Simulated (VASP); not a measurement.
Wanted: the native input for a VASP 6.6.1 run.

```
Task                   : single point
Functional             : PBE
Potentials or basis    : VASP PAW PBE potentials, release 64 (Ca_sv, Si, N)
Cutoff                 : 520 eV
k mesh                 : 12 × 12 × 14
Occupations            : gaussian, width 0.1 eV
Spin                   : no spin polarisation
Dipole correction      : no
Further INCAR settings : ALGO = Fast; EDIFF = 1e-06; NBANDS = 26
```

The structure of CaSi2N3 lies in POSCAR:

```
CaSi2N3
1.0
    5.2005507326      0.0000000000      0.0000000000
   -2.6002753663      4.5038090481      0.0000000000
    0.0000000000      0.0000000000      2.6047997861
Ca Si N
1 2 3
Direct
    0.0000000000      0.0000000000      0.5000000000
    0.6666666667      0.3333333333      0.5000000000
    0.3333333333      0.6666666667      0.5000000000
    0.0000000000      0.5000000000      0.0000000000
    0.5000000000      0.5000000000      0.0000000000
    0.5000000000      0.0000000000      0.0000000000
```

The cell was generated, and may not be a known phase.

The input as run:

INCAR

```
SYSTEM = CaSi2N3
PREC = Accurate ; ENCUT = 520
EDIFF = 1E-6 ; ISMEAR = 0
SIGMA = 0.1 ; LREAL = .FALSE.
LASPH = .TRUE. ; NELM = 60
ALGO = Fast ; ISIF = 2
LWAVE = .FALSE. ; LCHARG = .TRUE.
GGA = PE ; LELF = .TRUE.
LVHAR = .TRUE. ; NBANDS = 26
```

KPOINTS

```
regular mesh
0
G
  12 12 14
  0 0 0
```

Potentials or basis: VASP PAW PBE potentials, release 64 (Ca_sv, Si, N).

Launch:

```sh
$ cat potpaw_PBE.64/Ca_sv/POTCAR potpaw_PBE.64/Si/POTCAR potpaw_PBE.64/N/POTCAR > POTCAR
$ mpirun -np 1 vasp_std > vasp.out
```

Results of the run:

| Item | Value |
| --- | --- |
| Pressure | 0.2 GPa |
| Band gap on the k mesh | zero (an odd number of electrons rules out a gap without spin polarisation) |

Caveat: an odd number of electrons without spin polarisation forces a metal; a magnetic or distorted state may lie lower.

It took 5.6 min on 1 thread of Oxide Virtual Turin-like Processor, with other jobs on the host, peak memory 0.31 GiB.
